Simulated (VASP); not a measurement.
Here is a VASP 6.6.1 calculation.

The input POSCAR:

```
Au
1.0
    0.0000000000      2.0213418704      2.0213418704
    2.0213418704      0.0000000000      2.0213418704
    2.0213418704      2.0213418704      0.0000000000
Au
1
Direct
    0.0000000000      0.0000000000      0.0000000000
```

File INCAR.step1:

```
  ALGO = Normal
  EDIFF = 1E-5
  ENCUT = 520
  GGA = PE
  ISIF = 2
  ISMEAR = -1
  LASPH = True
  LCHARG = False
  LREAL = False
  LWAVE = True
  NBANDS = 12
  NELM = 100
  PREC = Accurate
  SIGMA = 0.05
```

The input INCAR.step2:

```
  AEXX = 0.5
  ALGO = Normal
  EDIFF = 1E-6
  ENCUT = 520
  ISIF = 2
  ISMEAR = -1
  ISTART = 1
  LASPH = True
  LCHARG = False
  LHFCALC = True
  LMIXTAU = True
  LREAL = False
  LWAVE = False
  METAGGA = R2SCAN
  NBANDS = 12
  NELM = 100
  PREC = Accurate
  PRECFOCK = Normal
  SIGMA = 0.05
```

The input KPOINTS:

```
k-points
0
Gamma
  6 6 6
```

Potentials or basis: VASP PAW PBE potentials, release 64 (Au).

Launch:

```console
$ cat potpaw_PBE.64/Au/POTCAR > POTCAR
$ cp INCAR.step1 INCAR
$ mpirun -np 1 vasp_std > vasp.out
$ cp INCAR.step2 INCAR
$ mpirun -np 1 vasp_std > vasp.out
```

**Question.** What does it give for the pressure?

**Answer.** 9.9 GPa.

Caveat: the k points lie up to 0.45 Å⁻¹ apart; the PAW data sets were made with another functional, which shifts forces and pressure a little.
